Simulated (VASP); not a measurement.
Wanted: the native input for a VASP 6.6.1 run.

```
Task                   : electric field gradients
Functional             : PBEsol
Potentials or basis    : VASP PAW PBE potentials, release 64 (Ta_pv, N)
Cutoff                 : 520 eV
k mesh                 : 11 × 11 × 6
Occupations            : fermi-dirac, width 0.01 eV
Spin                   : no spin polarisation
Dipole correction      : no
Further INCAR settings : ALGO = Normal; EDIFF = 1e-08; NBANDS = 24
```

The structure of TaN lies in POSCAR:

```
TaN
1.0
    3.0881118675      0.0000000000      0.0000000000
   -1.5440559337      2.6743833269      0.0000000000
    0.0000000000      0.0000000000      4.9827179480
Ta N
2 2
Direct
    0.0000000000      0.0000000000      0.0000000000
    0.0000000000      0.0000000000      0.5000000000
    0.3333333333      0.6666666667      0.2500000000
    0.6666666667      0.3333333333      0.7500000000
```

This cell differs from its parent crystal: volume scaled by 1.04.

These files were run (other wordings do the same):

INCAR

```
SYSTEM = TaN
ALGO = Normal
EDIFF = 1E-8
ENCUT = 520
GGA = PS
ISIF = 2
ISMEAR = -1
LASPH = .TRUE.
LCHARG = .FALSE.
LEFG = .TRUE.
LREAL = .FALSE.
LWAVE = .FALSE.
NBANDS = 24
NELM = 60
PREC = Accurate
SIGMA = 0.01
```

KPOINTS

```
k-points
0
G
  11 11 6
  0 0 0
```

Potentials or basis: VASP PAW PBE potentials, release 64 (Ta_pv, N).

The run is started by

```console
$ cat potpaw_PBE.64/Ta_pv/POTCAR potpaw_PBE.64/N/POTCAR > POTCAR
$ mpirun -np 1 vasp_std > vasp.out
```

Results of the run:

```json
{
 "Pressure": "30.8 GPa",
 "Band gap on the k mesh": "zero (band 16 reaches 9.97 eV, above the bottom of band 17 at 7.51 eV)"
}
```

Caveat: without QUAD_EFG the Cq values of the log hold for a quadrupole moment of 1 mb, not for the nuclei; the PAW data sets were made with another functional, which shifts forces and pressure a little; spin-orbit coupling is left out, which moves the levels of the heavy elements.

Wall time 56 s on 1 thread of Intel(R) Xeon(R) Platinum 8175M CPU @ 2.50GHz (Skylake/Cascade Lake), on a shared host, peak memory 0.2 GiB.
